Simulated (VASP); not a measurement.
Input of a VASP 6.6.1 run:

The input POSCAR:

```
Pt
1.0
    0.0000000000      1.9518856309      1.9518856309
    1.9518856309      0.0000000000      1.9518856309
    1.9518856309      1.9518856309      0.0000000000
Pt
1
Direct
    0.0000000000      0.0000000000      0.0000000000
```

File INCAR.step1:

```
SYSTEM = Pt
PREC = Accurate
ENCUT = 520
ISMEAR = -1
SIGMA = 0.1
LREAL = .FALSE.
LASPH = .TRUE.
NELM = 60
NBANDS = 11
GGA = PE
ALGO = Normal
EDIFF = 1E-4
LWAVE = .TRUE.
LCHARG = .FALSE.
```

Contents of INCAR.step2:

```
SYSTEM = Pt
PREC = Accurate
ENCUT = 520
EDIFF = 1E-6
ISMEAR = -1
SIGMA = 0.1
LREAL = .FALSE.
LASPH = .TRUE.
NELM = 60
ALGO = Normal
ISIF = 2
LWAVE = .FALSE.
LCHARG = .FALSE.
METAGGA = R2SCAN
LMIXTAU = .TRUE.
NBANDS = 11
ISTART = 1
```

Contents of KPOINTS:

```
regular mesh
0
G
  15 15 15
  0 0 0
```

Potentials or basis: VASP PAW PBE potentials, release 64 (Pt).

Launch:

```bash
$ cat potpaw_PBE.64/Pt/POTCAR > POTCAR
$ cp INCAR.step1 INCAR
$ mpirun -np 1 vasp_std > vasp.out
$ cp INCAR.step2 INCAR
$ mpirun -np 1 vasp_std > vasp.out
```

**Question.** Estimate the band gap on the k mesh.

**Answer.** Zero (bands 5 and 6 overlap by 2.38 eV).

**Question.** What does it give for the pressure?

**Answer.** 9.4 GPa.

Caveat: the cell stands under pressure; the PAW data sets were made with another functional, which shifts forces and pressure a little; spin-orbit coupling is left out, which moves the levels of the heavy elements.
